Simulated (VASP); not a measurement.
Wanted: the native input for a VASP 6.6.1 run.

- Task: single point
- Functional: PBE
- Potentials or basis: VASP PAW PBE potentials, release 64 (Hf_pv, Si, O, F)
- Cutoff: 520 eV
- k mesh: 6 × 6 × 4
- Occupations: gaussian, width 0.1 eV
- Spin: no spin polarisation
- Dipole correction: no
- Further INCAR settings: ALGO = Normal; EDIFF = 1e-07; NBANDS = 31

The structure of Hf2SiOF2 lies in POSCAR:

```
Hf2SiOF2
1.0
    3.7438070954      0.0000000000      0.0000000000
   -1.8719035477      3.2422320515      0.0000000000
    0.0000000000      0.0000000000      6.4316103506
Hf Si O F
2 1 1 2
Direct
    0.3333333333      0.6666666667      0.2222249656
    0.6666666667      0.3333333333      0.7777750344
    0.0000000000      0.0000000000      0.5000000000
    0.0000000000      0.0000000000      0.0000000000
    0.3333333333      0.6666666667      0.8342610246
    0.6666666667      0.3333333333      0.1657389754
```

The cell was generated, and may not be a known phase.

One way to write it, as run:

INCAR

```
PREC = Accurate
ENCUT = 520
EDIFF = 1E-7
ISMEAR = 0
SIGMA = 0.1
LREAL = False
LASPH = True
NELM = 100
ALGO = Normal
ISIF = 2
LWAVE = False
LCHARG = False
GGA = PE
NBANDS = 31
```

KPOINTS

```
regular mesh
0
Gamma
  6 6 4
```

Potentials or basis: VASP PAW PBE potentials, release 64 (Hf_pv, Si, O, F).

Launch:

```sh
$ cat potpaw_PBE.64/Hf_pv/POTCAR potpaw_PBE.64/Si/POTCAR potpaw_PBE.64/O/POTCAR potpaw_PBE.64/F/POTCAR > POTCAR
$ mpirun -np 1 vasp_std > vasp.out
```

Results of the run:

```yaml
Pressure: -1.8 GPa
Largest_force: 0.129 eV/Å
Band_gap_on_the_k_mesh: zero (bands 22 and 23 overlap by 0.20 eV)
```

Caveat: spin-orbit coupling is left out, which moves the levels of the heavy elements.

It took 30 s on 1 thread of Intel(R) Xeon(R) 6975P-C (Granite Rapids), with other jobs on the host, peak memory 0.21 GiB.
